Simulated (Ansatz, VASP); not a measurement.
Br: VASP beside Ansatz

```
CELL_PARAMETERS angstrom
4.66918 0.00000 0.00000
0.00000 4.66918 0.00000
0.00000 0.00000 4.66918
ATOMIC_POSITIONS crystal
Br 0.50000 0.00000 0.00000
Br 0.00000 0.50000 0.00000
Br 0.00000 0.00000 0.50000
```

Alike in both runs: task single point; functional PBE; k mesh 10 × 10 × 10; occupations gaussian, width 0.1 eV; collinear spin.

|  | VASP | Ansatz |
| --- | --- | --- |
| version | VASP 6.6.1 | Ansatz 0.2.0 |
| potentials or method | VASP PAW PBE potentials, release 64 (Br), cutoff 520 eV | scalar-relativistic, plane waves, PAW |
| valence electrons in the cell | 21 | 21 |

Ansatz gave:

| Property | Result |
| --- | --- |
| gap on the k mesh at the Fermi level (eV) | none |
| pressure (GPa) | -1.1 |
| net moment per atom (μB) | 0.49 |
| size of the moment on the site where the two differ most (μB) | 0.46 |

What did VASP give for the same quantities?

gap on the k mesh at the Fermi level (eV): none; pressure (GPa): -1.0; net moment per atom (μB): 0.54; size of the moment on the site where the two differ most (μB): 0.43.

Site moments also hang on the region over which each program counts them. A gap of «none» marks a metal or a gap that the smearing closes.
